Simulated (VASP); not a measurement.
# Si (P6_3/mmc) in VASP: a series of runs

Runs on Si. Level: LDA. Tasks: single point.

Everything below comes from runs of VASP 6.6.1. Logs are shortened: lines on timing, memory, paths and dates and some standing lists are left out, and cuts for length are marked.

**1. The cell of the first run**

The structure is hexagonal, space group P6_3/mmc (No. 194). The conventional cell has a = 3.831 Å, b = 3.831 Å, c = 6.333 Å, α = 90.00°, β = 90.00°, γ = 120.00°. Si (site symmetry 3m) has 4 Si at 2.35 to 2.37 Å within 3.1 Å.

This isn't the form of Si at room conditions, which is diamond.

**2. Single point, LDA**

INCAR

```
SYSTEM = Si
PREC     = Accurate       ! precision mode
ENCUT    = 500            ! plane-wave cutoff, eV
EDIFF    = 1E-6           ! SCF threshold, eV
ISMEAR   = 0              ! smearing method
SIGMA    = 0.1            ! smearing width, eV
LREAL    = .FALSE.        ! projectors in reciprocal space
LASPH    = .TRUE.         ! aspherical terms in the spheres
NELM     = 120            ! most SCF steps
ALGO     = Normal         ! electronic algorithm
ISIF     = 2              ! what is computed and relaxed
LWAVE    = .FALSE.        ! write WAVECAR
LCHARG   = .FALSE.        ! write CHGCAR
NBANDS   = 16             ! bands
GGA_COMPAT= .FALSE.
```

KPOINTS

```
regular mesh
0
G
  6 6 4
  0 0 0
```

POSCAR

```
Si
1.0
    3.8313174605      0.0000000000      0.0000000000
   -1.9156587303      3.3180182508      0.0000000000
    0.0000000000      0.0000000000      6.3326220002
Si
4
Direct
    0.3333333300      0.6666666700      0.0630095000
    0.6666666700      0.3333333300      0.5630095000
    0.3333333300      0.6666666700      0.4369905000
    0.6666666700      0.3333333300      0.9369905000
```

Potentials or basis: VASP PAW LDA potentials, release 64 (Si).

Command:

```console
$ cat potpaw_LDA.64/Si/POTCAR > POTCAR
$ mpirun -np 1 vasp_std > vasp.out
```

OUTCAR:

```text
SYSTEM = Si
   PREC = Accurate
   ENCUT = 500
   EDIFF = 1E-6
   ISMEAR = 0
   LREAL = .FALSE.
   LASPH = .TRUE.
   NELM = 120
   ISIF = 2

 ion  position               nearest neighbor table
   1  0.333  0.667  0.063-   4 2.35   4 2.35   4 2.35   3 2.37
   2  0.667  0.333  0.563-   3 2.35   3 2.35   3 2.35   4 2.37
   3  0.333  0.667  0.437-   2 2.35   2 2.35   2 2.35   1 2.37
   4  0.667  0.333  0.937-   1 2.35   1 2.35   1 2.35   2 2.37

  LATTYP: Found a hexagonal cell.
 ALAT       =     3.8313174605
 C/A-ratio  =     1.6528575524

  Lattice vectors:

 A1 = (   3.8313174605,   0.0000000000,   0.0000000000)
 A2 = (  -1.9156587303,   3.3180182508,   0.0000000000)
 A3 = (   0.0000000000,   0.0000000000,   6.3326220002)

Analysis of symmetry for initial positions (statically):
=====================================================================
 Subroutine PRICEL returns:
 Original cell was already a primitive cell.

 Routine SETGRP: Setting up the symmetry group for a
 hexagonal supercell.

 Subroutine GETGRP returns: Found 24 space group operations
 (whereof 12 operations were pure point group operations)
 out of a pool of 24 trial point group operations.

The static configuration has the point symmetry D_3d.
 The point group associated with its full space group is D_6h.

Analysis of symmetry for dynamics (positions and initial velocities):
=====================================================================
 Subroutine PRICEL returns:
 Original cell was already a primitive cell.

 Routine SETGRP: Setting up the symmetry group for a
 hexagonal supercell.

 Subroutine GETGRP returns: Found 24 space group operations
 (whereof 12 operations were pure point group operations)
 out of a pool of 24 trial point group operations.

The dynamic configuration has the point symmetry D_3d.
 The point group associated with its full space group is D_6h.

 Subroutine INISYM returns: Found 24 space group operations
 (whereof 12 operations are pure point group operations),
 and found     1 'primitive' translations

----------------------------------------------------------------------------------------

                                     Primitive cell

  volume of cell :      80.5027

  direct lattice vectors                    reciprocal lattice vectors
     3.831317461  0.000000000  0.000000000     0.261006823  0.150692360  0.000000000
    -1.915658730  3.318018251  0.000000000     0.000000000  0.301384720  0.000000000
     0.000000000  0.000000000  6.332622000     0.000000000  0.000000000  0.157912473

  length of vectors
     3.831317461  3.831317461  6.332622000     0.301384720  0.301384720  0.157912473

  position of ions in fractional coordinates (direct lattice)
     0.333333330  0.666666670  0.063009500
     0.666666670  0.333333330  0.563009500
     0.333333330  0.666666670  0.436990500
     0.666666670  0.333333330  0.936990500

  ion indices of the primitive-cell ions
   primitive index   ion index
                 1           1
                 2           2
                 3           3
                 4           4

----------------------------------------------------------------------------------------

 KPOINTS: regular mesh

Automatic generation of k-mesh.
 Grid dimensions read from file:
 generate k-points for:    6    6    4

 Generating k-lattice:

  Cartesian coordinates                     Fractional coordinates (reciprocal lattice)
     0.043501137  0.025115393  0.000000000     0.166666667  0.000000000  0.000000000
     0.000000000  0.050230787  0.000000000     0.000000000  0.166666667  0.000000000
     0.000000000  0.000000000  0.039478118     0.000000000  0.000000000  0.250000000

  Length of vectors
     0.050230787  0.050230787  0.039478118

  Shift w.r.t. Gamma in fractional coordinates (k-lattice)
     0.000000000  0.000000000  0.000000000

 Subroutine IBZKPT returns following result:
 ===========================================

 Found     21 irreducible k-points:

 Following reciprocal coordinates:
            Coordinates               Weight
  0.000000  0.000000  0.000000      1.000000
  0.166667 -0.000000  0.000000      6.000000
  0.333333 -0.000000  0.000000      6.000000
  0.500000 -0.000000  0.000000      3.000000
  0.166667  0.166667  0.000000      6.000000
  0.333333  0.166667  0.000000     12.000000
[... 13 lines left out ...]
  0.333333  0.166667  0.500000     12.000000
  0.333333  0.333333  0.500000      2.000000
   k-points           NKPTS =     21   k-points in BZ     NKDIM =     21   number of bands    NBANDS=     16
   number of dos      NEDOS =    301   number of ions     NIONS =      4
   total plane-waves  NPLWV =  37632
   dimension x,y,z NGX =    28 NGY =   28 NGZ =   48
   dimension x,y,z NGXF=    56 NGYF=   56 NGZF=   96
   ions per type =               4
   NGX,Y,Z   is equivalent  to a cutoff of  12.15, 12.15, 12.60 a.u.
   NGXF,Y,Z  is equivalent  to a cutoff of  24.30, 24.30, 25.20 a.u.
 SYSTEM =  Si
   PREC   = accura    normal or accurate (medium, high low for compatibility)
   ISTART =      0    job   : 0-new  1-cont  2-samecut
   ICHARG =      2    charge: 1-file 2-atom 10-const
   ISPIN  =      1    spin polarized calculation?
   LNONCOLLINEAR =      F non collinear calculations
   LSORBIT =      F    spin-orbit coupling
   LASPH  =      T    aspherical Exc in radial PAW
   ENCUT  =  500.0 eV  36.75 Ry    6.06 a.u.   6.99  6.99 11.55*2*pi/ulx,y,z
   NELM   =    120;   NELMIN=  2; NELMDL= -5     # of ELM steps
   EDIFF  = 0.1E-05   stopping-criterion for ELM
   LREAL  =      F    real-space projection
   EDIFFG = 0.1E-04   stopping-criterion for IOM
   NSW    =      0    number of steps for IOM
   IBRION =     -1    ionic relax: 0-MD 1-quasi-New 2-CG
   NFREE  =      0    steps in history (QN), initial steepest desc. (CG)
   ISIF   =      2    stress and relaxation
   ISYM   =      2    0-nonsym 1-usesym 2-fastsym
   POTIM  = 0.5000    time-step for ionic-motion
   TEBEG  =    0.0;   TEEND  =   0.0 temperature during run
   PSTRESS=    0.0 pullay stress
   NELECT =      16.0000    total number of electrons
   NUPDOWN=      -1.0000    fix difference up-down
   EMIN   =  10.00;   EMAX   =-10.00  energy-range for DOS
   EFERMI =   0.00;   METHOD = LEGACY
   ISMEAR =     0;   SIGMA  =   0.10  broadening in eV -4-tet -1-fermi 0-gaus
   EFERMI_NEDOS =   21; number of points for ismear=-14 and -15
   IALGO  =     38    algorithm
   IMIX   =      4    mixing-type and parameters
     AMIX     =   0.40;   BMIX     =  1.00
     AMIX_MAG =   1.60;   BMIX_MAG =  1.00
  volume/ion in A,a.u.               =      20.13       135.81
  Fermi-wavevector in a.u.,A,eV,Ry     =   0.955384  1.805414 12.418837  0.912759
  Thomas-Fermi vector in A             =   2.084217
   LORBIT       =      0    0 simple, 1 ext, 2 COOP (PROOUT), +10 PAW based schemes
   GGA     = CA    functional components
   LHFCALC =     F    Hartree Fock is set to
   AEXX    =    0.0000 exact exchange contribution
   IVDW    =     0    specifies the selected vdW correction
   LEPSILON=     F    determine dielectric tensor
   LRPA    =     F    only Hartree local field effects (RPA)
 non-spin polarized calculation
 Gauss-broadening in eV      SIGMA  =   0.10
  energy-cutoff  :      500.00
  volume of cell :       80.50
 maximum number of plane-waves:      2055
 NGX is ok and might be reduce to    28
   NGX = 13   NGY = 13   NGZ = 23

 number of electron      15.9999999 magnetization

 Free energy of the ion-electron system (eV)
  ---------------------------------------------------
  ext. energy  EPLUGINS =         0.00000000
  ---------------------------------------------------
  free energy    TOTEN  =       -23.76161132 eV

  energy without entropy =      -23.76143363  energy(sigma->0) =      -23.76152248

 E-fermi :   6.1232     XC(G=0):  -9.5804

 val. band max:        5.9746539595   @ k =   0.0000   0.0000   0.0000
 cond. band min:       6.2830001249   @ k =   0.5000  -0.0000   0.0000
 fundamental gap:      0.3083461654
 Fermi energy:         6.1231692573

 k-point     1 :       0.0000    0.0000    0.0000
  band No.  band energies     occupation
      1      -6.2161      2.00000
      2      -3.9263      2.00000
      3      -1.2636      2.00000
      4       4.4600      2.00000
      5       4.4600      2.00000
      6       5.6218      2.00000
[... 8 lines left out ...]
     15      10.1070      0.00000
     16      11.8804      0.00000

 k-point     2 :       0.1667   -0.0000    0.0000
  band No.  band energies     occupation
      1      -5.8946      2.00000
      2      -3.5984      2.00000
      3      -1.1131      2.00000
      4       2.5646      2.00000
      5       3.9109      2.00000
      6       4.1125      2.00000
[... 8 lines left out ...]
     15      11.2319      0.00000
     16      11.5664      0.00000

 k-point     3 :       0.3333   -0.0000    0.0000
  band No.  band energies     occupation
      1      -4.9767      2.00000
      2      -2.6540      2.00000
      3      -1.3811      2.00000
      4       1.0434      2.00000
      5       1.5712      2.00000
      6       3.1928      2.00000
[... 8 lines left out ...]
     15      12.8470      0.00000
     16      13.0341      0.00000

 k-point     4 :       0.5000   -0.0000    0.0000
  band No.  band energies     occupation
      1      -4.0272      2.00000
      2      -2.4679      2.00000
      3      -1.6469      2.00000
      4      -0.0058      2.00000
      5       1.2920      2.00000
      6       2.9206      2.00000
[... 8 lines left out ...]
     15      12.3636      0.00000
     16      13.9691      0.00000
[... 267 lines left out ...]
 k-point    19 :       0.1667    0.1667    0.5000
  band No.  band energies     occupation
      1      -4.4935      2.00000
      2      -4.4935      2.00000
      3       0.7434      2.00000
      4       0.7434      2.00000
      5       3.1727      2.00000
      6       3.1727      2.00000
[... 8 lines left out ...]
     15      11.4789      0.00000
     16      11.4789      0.00000

 k-point    20 :       0.3333    0.1667    0.5000
  band No.  band energies     occupation
      1      -3.4367      2.00000
      2      -3.4367      2.00000
      3      -0.8835      2.00000
      4      -0.8835      2.00000
      5       2.3564      2.00000
      6       2.3564      2.00000
[... 8 lines left out ...]
     15      12.6542      0.00000
     16      12.6542      0.00000

 k-point    21 :       0.3333    0.3333    0.5000
  band No.  band energies     occupation
      1      -2.7694      2.00000
      2      -2.7694      2.00000
      3      -1.4459      2.00000
      4      -1.4459      2.00000
      5       1.4629      2.00000
      6       1.4629      2.00000
[... 8 lines left out ...]
     15      12.1896      0.00000
     16      12.1896      0.00000

------------------------ aborting loop because EDIFF is reached ----------------------------------------

  FORCE on cell =-STRESS in cart. coord.  units (eV):
  Direction    XX          YY          ZZ          XY          YZ          ZX
  --------------------------------------------------------------------------------------
  -------------------------------------------------------------------------------------
  Total       -0.9554910     -0.9554910     -1.0331123      0.0000000      0.0000000      0.0000000
  in kB      -19.0163307    -19.0163307    -20.5611603      0.0000000      0.0000000      0.0000000
  external PRESSURE =     -19.5312739 kB  Pullay stress =       0.0000000 kB

 VOLUME and BASIS-vectors are now :
 -----------------------------------------------------------------------------
  energy-cutoff  :      500.00
  volume of cell :       80.50
      direct lattice vectors                 reciprocal lattice vectors
     3.831317461  0.000000000  0.000000000     0.261006823  0.150692360  0.000000000
    -1.915658730  3.318018251  0.000000000     0.000000000  0.301384720  0.000000000
     0.000000000  0.000000000  6.332622000     0.000000000  0.000000000  0.157912473

 POSITION                                       TOTAL-FORCE (eV/Angst)
 -----------------------------------------------------------------------------------
     -0.00000      2.21201      0.39902         0.000000      0.000000     -0.022386
      1.91566      1.10601      3.56533        -0.000000     -0.000000     -0.022386
     -0.00000      2.21201      2.76730        -0.000000      0.000000      0.022386
      1.91566      1.10601      5.93361         0.000000      0.000000      0.022386
 -----------------------------------------------------------------------------------
    total drift:                                0.000001     -0.000000      0.000000

  FREE ENERGIE OF THE ION-ELECTRON SYSTEM (eV)
  ---------------------------------------------------
  free  energy   TOTEN  =       -23.7616113238 eV

  energy  without entropy=      -23.7614336312  energy(sigma->0) =      -23.76152248
```

Run time: 24 s. Hardware: 1 thread of Intel Xeon 8259CL, shared host; peak memory 0.16 GiB.

What came out:

* Free energy: -23.7616 eV
* Pressure: -2.0 GPa
* Largest force: 0.022 eV/Å
* Band gap on the k mesh: 0.31 eV (least direct gap 0.92 eV)

Forces in eV/Å, atoms in the order of the input:
```
Si   0.000  0.000 -0.022
Si   0.000  0.000 -0.022
Si   0.000  0.000  0.022
Si   0.000  0.000  0.022
```

Levels at points of the mesh, in eV from the valence-band top:
```tsv
k point	band 5	band 6	band 7	band 8	band 9	band 10	band 11	band 12
(0.00, 0.00, 0.00)	-1.51	-0.35	0.00	0.00	0.92	1.96	1.96	2.28
(0.50, 0.00, 0.00)	-4.68	-3.05	-3.02	-1.44	0.31	2.26	2.89	3.07
(0.00, 0.00, 0.50)	-0.92	-0.92	-0.92	-0.92	1.71	1.71	2.94	2.94
(0.50, 0.00, 0.50)	-2.46	-2.46	-2.42	-2.42	0.80	0.80	1.59	1.59
```

A k mesh can miss the band edges.

[end of part 1 of 2]
